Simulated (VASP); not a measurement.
# Mo (P6/mmm) in VASP: notebook

Mo is run at these levels: PBE; tasks: single point.

Everything below comes from runs of VASP 6.6.1. Logs are shortened: lines on timing, memory, paths and dates and some standing lists are left out, and cuts for length are marked.

## Step 1: The cell of the first run

It takes space group P6/mmm (No. 191, hexagonal). Conventional cell: a = 3.837 Å, b = 3.837 Å, c = 2.278 Å, α = 90.00°, β = 90.00°, γ = 120.00°. Within 3.0 Å of Mo (site symmetry 6/mmm) lie 14 Mo at 2.28 to 2.49 Å. Mo (site symmetry -6m2) has 11 Mo at 2.22 to 2.49 Å within 2.9 Å.

This isn't the form of Mo at room conditions, which is bcc.

## Step 2: Single point, PBE (9.68 Å³/atom)

File INCAR:

```
ALGO     = Normal         # electronic algorithm
EDIFF    = 1E-7           # SCF threshold, eV
ENCUT    = 520            # plane-wave cutoff, eV
GGA      = PE             # functional
ISIF     = 2              # what is computed and relaxed
ISMEAR   = -1             # smearing method
LASPH    = T              # aspherical terms in the spheres
LCHARG   = F              # write CHGCAR
LREAL    = F              # projectors in reciprocal space
LWAVE    = F              # write WAVECAR
NBANDS   = 28             # bands
NELM     = 80             # most SCF steps
PREC     = Accurate       # precision mode
SIGMA    = 0.08           # smearing width, eV
```

File KPOINTS:

```
k-points
0
Gamma
  9 9 12
```

File POSCAR:

```
Mo
1.0
    3.8373503500      0.0000000000      0.0000000000
   -1.9186751750      3.3232428863      0.0000000000
    0.0000000000      0.0000000000      2.2775234214
Mo
3
Direct
    0.0000000000      0.0000000000      0.0000000000
    0.3333333333      0.6666666667      0.5000000000
    0.6666666667      0.3333333333      0.5000000000
```

Potentials or basis: VASP PAW PBE potentials, release 64 (Mo_sv).

Started as:

```bash
$ cat potpaw_PBE.64/Mo_sv/POTCAR > POTCAR
$ mpirun -np 1 vasp_std > vasp.out
```

OUTCAR:

```text
EDIFF = 1E-7
   ENCUT = 520
   GGA = PE
   ISIF = 2
   ISMEAR = -1
   LASPH = T
   LREAL = F
   NELM = 80
   PREC = Accurate

 ion  position               nearest neighbor table
   1  0.000  0.000  0.000-   2 2.49   3 2.49   2 2.49   3 2.49   2 2.49   2 2.49   3 2.49   3 2.49
                             3 2.49   3 2.49   2 2.49   2 2.49
   2  0.333  0.667  0.500-   3 2.22   3 2.22   3 2.22   1 2.49   1 2.49   1 2.49   1 2.49   1 2.49
                             1 2.49   3 3.18   3 3.18   3 3.18   3 3.18   3 3.18   3 3.18
   3  0.667  0.333  0.500-   2 2.22   2 2.22   2 2.22   1 2.49   1 2.49   1 2.49   1 2.49   1 2.49
                             1 2.49   2 3.18   2 3.18   2 3.18   2 3.18   2 3.18   2 3.18

  LATTYP: Found a hexagonal cell.
 ALAT       =     3.8373503500
 C/A-ratio  =     0.5935145905

  Lattice vectors:

 A1 = (   3.8373503500,   0.0000000000,   0.0000000000)
 A2 = (  -1.9186751750,   3.3232428863,   0.0000000000)
 A3 = (   0.0000000000,   0.0000000000,   2.2775234214)

Analysis of symmetry for initial positions (statically):
=====================================================================
 Subroutine PRICEL returns:
 Original cell was already a primitive cell.

 Routine SETGRP: Setting up the symmetry group for a
 hexagonal supercell.

 Subroutine GETGRP returns: Found 24 space group operations
 (whereof 24 operations were pure point group operations)
 out of a pool of 24 trial point group operations.

The static configuration has the point symmetry D_6h.

Analysis of symmetry for dynamics (positions and initial velocities):
=====================================================================
 Subroutine PRICEL returns:
 Original cell was already a primitive cell.

 Routine SETGRP: Setting up the symmetry group for a
 hexagonal supercell.

 Subroutine GETGRP returns: Found 24 space group operations
 (whereof 24 operations were pure point group operations)
 out of a pool of 24 trial point group operations.

The dynamic configuration has the point symmetry D_6h.

 Subroutine INISYM returns: Found 24 space group operations
 (whereof 24 operations are pure point group operations),
 and found     1 'primitive' translations

----------------------------------------------------------------------------------------

                                     Primitive cell

  volume of cell :      29.0440

  direct lattice vectors                    reciprocal lattice vectors
     3.837350350  0.000000000  0.000000000     0.260596482  0.150455449  0.000000000
    -1.918675175  3.323242886  0.000000000     0.000000000  0.300910898  0.000000000
     0.000000000  0.000000000  2.277523421     0.000000000  0.000000000  0.439073421

  length of vectors
     3.837350350  3.837350350  2.277523421     0.300910898  0.300910898  0.439073421

  position of ions in fractional coordinates (direct lattice)
     0.000000000  0.000000000  0.000000000
     0.333333333  0.666666667  0.500000000
     0.666666667  0.333333333  0.500000000

  ion indices of the primitive-cell ions
   primitive index   ion index
                 1           1
                 2           2
                 3           3

----------------------------------------------------------------------------------------

 KPOINTS: k-points

Automatic generation of k-mesh.
 Grid dimensions read from file:
 generate k-points for:    9    9   12

 Generating k-lattice:

  Cartesian coordinates                     Fractional coordinates (reciprocal lattice)
     0.028955165  0.016717272  0.000000000     0.111111111 -0.000000000  0.000000000
     0.000000000  0.033434544  0.000000000     0.000000000  0.111111111  0.000000000
     0.000000000  0.000000000  0.036589452     0.000000000  0.000000000  0.083333333

  Length of vectors
     0.033434544  0.033434544  0.036589452

  Shift w.r.t. Gamma in fractional coordinates (k-lattice)
     0.000000000  0.000000000  0.000000000

 Subroutine IBZKPT returns following result:
 ===========================================

 Found     84 irreducible k-points:

 Following reciprocal coordinates:
            Coordinates               Weight
  0.000000  0.000000  0.000000      1.000000
  0.111111  0.000000  0.000000      6.000000
  0.222222  0.000000  0.000000      6.000000
  0.333333  0.000000  0.000000      6.000000
  0.444444  0.000000  0.000000      6.000000
  0.111111  0.111111  0.000000      6.000000
[... 16 lines left out ...]
  0.333333  0.222222  0.083333     24.000000
  0.333333  0.333333  0.083333      4.000000
 [... further k-points ...]
   k-points           NKPTS =     84   k-points in BZ     NKDIM =     84   number of bands    NBANDS=     28
   number of dos      NEDOS =    301   number of ions     NIONS =      3
   total plane-waves  NPLWV =  16200
   dimension x,y,z NGX =    30 NGY =   30 NGZ =   18
   dimension x,y,z NGXF=    60 NGYF=   60 NGZF=   36
   ions per type =               3
   NGX,Y,Z   is equivalent  to a cutoff of  13.00, 13.00, 13.14 a.u.
   NGXF,Y,Z  is equivalent  to a cutoff of  25.99, 25.99, 26.28 a.u.
 SYSTEM =  unknown system
   PREC   = accura    normal or accurate (medium, high low for compatibility)
   ISTART =      0    job   : 0-new  1-cont  2-samecut
   ICHARG =      2    charge: 1-file 2-atom 10-const
   ISPIN  =      1    spin polarized calculation?
   LNONCOLLINEAR =      F non collinear calculations
   LSORBIT =      F    spin-orbit coupling
   LASPH  =      T    aspherical Exc in radial PAW
   ENCUT  =  520.0 eV  38.22 Ry    6.18 a.u.   7.13  7.13  4.23*2*pi/ulx,y,z
   NELM   =     80;   NELMIN=  2; NELMDL= -5     # of ELM steps
   EDIFF  = 0.1E-06   stopping-criterion for ELM
   LREAL  =      F    real-space projection
   EDIFFG = 0.1E-05   stopping-criterion for IOM
   NSW    =      0    number of steps for IOM
   IBRION =     -1    ionic relax: 0-MD 1-quasi-New 2-CG
   NFREE  =      0    steps in history (QN), initial steepest desc. (CG)
   ISIF   =      2    stress and relaxation
   ISYM   =      2    0-nonsym 1-usesym 2-fastsym
   POTIM  = 0.5000    time-step for ionic-motion
   TEBEG  =    0.0;   TEEND  =   0.0 temperature during run
   PSTRESS=    0.0 pullay stress
   NELECT =      42.0000    total number of electrons
   NUPDOWN=      -1.0000    fix difference up-down
   EMIN   =  10.00;   EMAX   =-10.00  energy-range for DOS
   EFERMI =   0.00;   METHOD = LEGACY
   ISMEAR =    -1;   SIGMA  =   0.08  broadening in eV -4-tet -1-fermi 0-gaus
   EFERMI_NEDOS =   21; number of points for ismear=-14 and -15
   IALGO  =     38    algorithm
   IMIX   =      4    mixing-type and parameters
     AMIX     =   0.40;   BMIX     =  1.00
     AMIX_MAG =   1.60;   BMIX_MAG =  1.00
  volume/ion in A,a.u.               =       9.68        65.33
  Fermi-wavevector in a.u.,A,eV,Ry     =   1.851282  3.498415 46.630475  3.427243
  Thomas-Fermi vector in A             =   2.901283
   LORBIT       =      0    0 simple, 1 ext, 2 COOP (PROOUT), +10 PAW based schemes
   GGA     = PE    functional components
   LHFCALC =     F    Hartree Fock is set to
   AEXX    =    0.0000 exact exchange contribution
   IVDW    =     0    specifies the selected vdW correction
   LEPSILON=     F    determine dielectric tensor
   LRPA    =     F    only Hartree local field effects (RPA)
 non-spin polarized calculation
  energy-cutoff  :      520.00
  volume of cell :       29.04
 maximum number of plane-waves:       795
 NGX is ok and might be reduce to    30
   NGX = 15   NGY = 15   NGZ =  9

 number of electron      42.0000001 magnetization

 Free energy of the ion-electron system (eV)
  ---------------------------------------------------
  ext. energy  EPLUGINS =         0.00000000
  ---------------------------------------------------
  free energy    TOTEN  =       -18.32907976 eV

  energy without entropy =      -18.26773989  energy(sigma->0) =      -18.29840983

 E-fermi :  21.6619     XC(G=0): -16.2803

 val. band max:       21.6503582056   @ k =   0.2222   0.0000   0.5000
 cond. band min:      21.6675829543   @ k =   0.3333   0.0000   0.5000
 fundamental gap:      0.0172247487
 Fermi energy:        21.6618963743

 k-point     1 :       0.0000    0.0000    0.0000
  band No.  band energies     occupation
      1     -40.5753      2.00000
      2     -38.9703      2.00000
      3     -38.6627      2.00000
      4     -15.6891      2.00000
      5     -15.6891      2.00000
      6     -14.7924      2.00000
[... 20 lines left out ...]
     27      29.6505      0.00000
     28      29.6505      0.00000

 k-point     2 :       0.1111    0.0000    0.0000
  band No.  band energies     occupation
      1     -40.5204      2.00000
      2     -38.9945      2.00000
      3     -38.7080      2.00000
      4     -15.9560      2.00000
      5     -15.8395      2.00000
      6     -14.4550      2.00000
[... 20 lines left out ...]
     27      28.9730      0.00000
     28      29.5528      0.00000

 k-point     3 :       0.2222    0.0000    0.0000
  band No.  band energies     occupation
      1     -40.3618      2.00000
      2     -39.0685      2.00000
      3     -38.8298      2.00000
      4     -16.3489      2.00000
      5     -15.8814      2.00000
      6     -13.8605      2.00000
[... 20 lines left out ...]
     27      27.4311      0.00000
     28      29.2516      0.00000

 k-point     4 :       0.3333    0.0000    0.0000
  band No.  band energies     occupation
      1     -40.1186      2.00000
      2     -39.2246      2.00000
      3     -38.9601      2.00000
      4     -16.6472      2.00000
      5     -15.6045      2.00000
      6     -13.2620      2.00000
[... 578 lines left out ...]
     27      27.0657      0.00000
     28      28.3331      0.00000

 k-point    23 :       0.3333    0.2222    0.0833
  band No.  band energies     occupation
      1     -39.6605      2.00000
      2     -39.3613      2.00000
      3     -39.1769      2.00000
      4     -16.2759      2.00000
      5     -15.4001      2.00000
      6     -14.5008      2.00000
[... 20 lines left out ...]
     27      27.5355      0.00000
     28      28.0780      0.00000

 k-point    24 :       0.3333    0.3333    0.0833
  band No.  band energies     occupation
      1     -39.4259      2.00000
      2     -39.4259      2.00000
      3     -39.3551      2.00000
      4     -16.0479      2.00000
      5     -15.1540      2.00000
      6     -15.1540      2.00000
[... 20 lines left out ...]
     27      27.2925      0.00000
     28      28.2907      0.00000

 [... further k-points ...]
[... 5 lines left out ...]
  --------------------------------------------------------------------------------------
  -------------------------------------------------------------------------------------
  Total       59.9901693     59.9901692     59.9490827      0.0000000     -0.0000000     -0.0000000
  in kB     3309.2858469   3309.2858468   3307.0193585      0.0000000     -0.0000000     -0.0000000
  external PRESSURE =    3308.5303507 kB  Pullay stress =       0.0000000 kB

 VOLUME and BASIS-vectors are now :
 -----------------------------------------------------------------------------
  energy-cutoff  :      520.00
  volume of cell :       29.04
      direct lattice vectors                 reciprocal lattice vectors
     3.837350350  0.000000000  0.000000000     0.260596482  0.150455449  0.000000000
    -1.918675175  3.323242886  0.000000000     0.000000000  0.300910898  0.000000000
     0.000000000  0.000000000  2.277523421     0.000000000  0.000000000  0.439073421

 POSITION                                       TOTAL-FORCE (eV/Angst)
 -----------------------------------------------------------------------------------
      0.00000      0.00000      0.00000        -0.000000      0.000000      0.000000
     -0.00000      2.21550      1.13876         0.000000     -0.000000      0.000000
      1.91868      1.10775      1.13876        -0.000000      0.000000      0.000000
 -----------------------------------------------------------------------------------
    total drift:                               -0.000000      0.000000      0.000000

  FREE ENERGIE OF THE ION-ELECTRON SYSTEM (eV)
  ---------------------------------------------------
  free  energy   TOTEN  =       -18.3290797648 eV

  energy  without entropy=      -18.2677398894  energy(sigma->0) =      -18.29840983
```

Run time: 97 s. Hardware: 1 thread of Intel Xeon 8259CL, shared host; peak memory 0.18 GiB.

Results:

* Free energy: -18.3291 eV
* Pressure: 330.9 GPa
* Band gap on the k mesh: zero (bands 21 and 22 overlap by 2.61 eV)

Stress tensor (GPa, compression positive):
```
330.93   0.00   0.00
  0.00 330.93   0.00
  0.00   0.00 330.70
```

Levels at points of the mesh, in eV from the Fermi level:
```tsv
k point	band 18	band 19	band 20	band 21	band 22	band 23	band 24	band 25
(0.00, 0.00, 0.00)	-2.53	-2.33	-2.33	-1.16	-1.16	1.11	1.11	1.13
(0.00, 0.00, 0.50)	-1.55	-1.55	-0.91	0.20	0.20	4.86	4.86	6.39
```

Caveat: the cell stands under pressure.

## Step 3: Single point, PBE (14.52 Å³/atom)

This run uses another cell than the first one, of 14.52 Å³/atom.

File INCAR:

```
SYSTEM = Mo
  PREC = Accurate
  ENCUT = 520
  EDIFF = 1E-6
  ISMEAR = -1
  SIGMA = 0.08
  LREAL = .FALSE.
  LASPH = .TRUE.
  NELM = 80
  ALGO = Normal
  ISIF = 2
  LWAVE = .FALSE.
  LCHARG = .FALSE.
  GGA = PE
  NBANDS = 28
```

File KPOINTS:

```
regular mesh
0
G
  9 9 12
  0 0 0
```

File POSCAR:

```
Mo
1.0
    4.4910743240      0.0000000000      0.0000000000
   -2.2455371620      3.8893844549      0.0000000000
    0.0000000000      0.0000000000      2.4941153217
Mo
3
Direct
    0.0000000000      0.0000000000      0.0000000000
    0.3333333333      0.6666666667      0.5000000000
    0.6666666667      0.3333333333      0.5000000000
```

Potentials or basis: VASP PAW PBE potentials, release 64 (Mo_sv).

Started as:

```bash
$ cat potpaw_PBE.64/Mo_sv/POTCAR > POTCAR
$ mpirun -np 1 vasp_std > vasp.out
```

Run time: 1.8 min. Hardware: 1 thread of Intel Xeon 8259CL, shared host; peak memory 0.22 GiB.

The run converged. Its results:

```
Free energy            : -31.1871 eV
Pressure               : 31.6 GPa
Band gap on the k mesh : zero (bands 21 and 22 overlap by 1.40 eV)
```

Stress tensor (GPa, compression positive):
```
31.48  0.00  0.00
 0.00 31.48  0.00
 0.00  0.00 31.79
```

Levels at points of the mesh, in eV from the Fermi level:
| k point | band 17 | band 18 | band 19 | band 20 | band 21 | band 22 | band 23 | band 24 | band 25 | band 26 |
| --- | --- | --- | --- | --- | --- | --- | --- | --- | --- | --- |
| (0.00, 0.00, 0.00) | -2.28 | -2.28 | -2.22 | -2.22 | -0.59 | -0.59 | 1.84 | 1.84 | 1.91 | 1.91 |
| (0.00, 0.00, 0.50) | -2.80 | -1.46 | -1.26 | -1.26 | 0.15 | 0.15 | 2.82 | 2.82 | 3.62 | 3.62 |

Caveat: the cell stands under pressure.
